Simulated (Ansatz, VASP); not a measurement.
**Two plane-wave programs on MgS**

File INCAR:

```
SYSTEM = MgS
PREC = Accurate ; ENCUT = 600
EDIFF = 1E-6 ; ISMEAR = 0
SIGMA = 0.1 ; LREAL = .False.
LASPH = .True. ; NELM = 120
ALGO = Normal ; ISIF = 2
LWAVE = .False. ; LCHARG = .False.
GGA = PE ; NBANDS = 16
GGA_COMPAT = .False.
```

Contents of KPOINTS:

```
regular mesh
0
Gamma
  6 6 2
  0 0 0
```

POSCAR

```
MgS
1.0
    4.0346224068      0.0000000000      0.0000000000
   -2.0173112034      3.4940854990      0.0000000000
    0.0000000000      0.0000000000      6.4322941800
Mg S
2 2
Direct
    0.6666666667      0.3333333333      0.4957548500
    0.3333333333      0.6666666667      0.9957548500
    0.3333333333      0.6666666667      0.3792441500
    0.6666666667      0.3333333333      0.8792441500
```

Input for Ansatz:

```yaml
crystal:
  lattice:
    - [4.0346224068, 0.0, 0.0]
    - [-2.0173112034, 3.494085499, 0.0]
    - [0.0, 0.0, 6.43229418]
  atoms:
    - { symbol: Mg, position: [0.6666666667, 0.3333333333, 0.49575485] }
    - { symbol: Mg, position: [0.3333333333, 0.6666666667, 0.99575485] }
    - { symbol: S, position: [0.3333333333, 0.6666666667, 0.37924415] }
    - { symbol: S, position: [0.6666666667, 0.3333333333, 0.87924415] }
basis:
  ecutwfc: 420
  precision: f64
kpoints:
  mp_grid: { grid: [6, 6, 2] }
hamiltonian:
  xc: pbe
scf:
  occupations: { method: gaussian, width: 0.1 }
output:
  forces: true
  stress: true
  eigenvalues: true
```

Alike in both runs: task single point; functional PBE; k mesh 6 × 6 × 2; occupations gaussian, width 0.1 eV; no spin polarisation.

|  | VASP | Ansatz |
| --- | --- | --- |
| version | VASP 6.6.1 | Ansatz 0.2.0 |
| potentials or method | VASP PAW PBE potentials, release 64 (Mg, S), cutoff 600 eV | scalar-relativistic, plane waves, PAW |
| valence electrons in the cell | 16 | 32 |

|  | VASP | Ansatz | Ansatz less VASP |
| --- | --- | --- | --- |
| gap on the k mesh at the Fermi level (eV) | 3.43 | 3.44 | +0.008 |
| least direct gap on the mesh (eV) | 3.43 | 3.44 | +0.008 |
| pressure (GPa) | 0.9 | 1.1 | +0.13 |
| traceless stress, the component that is largest in VASP (GPa) | -0.17 | -0.18 | -0.010 |
| rms of the force components (eV/Å) | 0.028 | 0.028 | -0.0005 |

Atom by atom the forces differ by 0.001 eV/Å (rms over components). VASP's potentials hold 16 valence electrons a cell and Ansatz's 32, so a difference there can come from the potentials and not from the codes.

The k mesh is coarse, so the values compare programs but aren't converged.
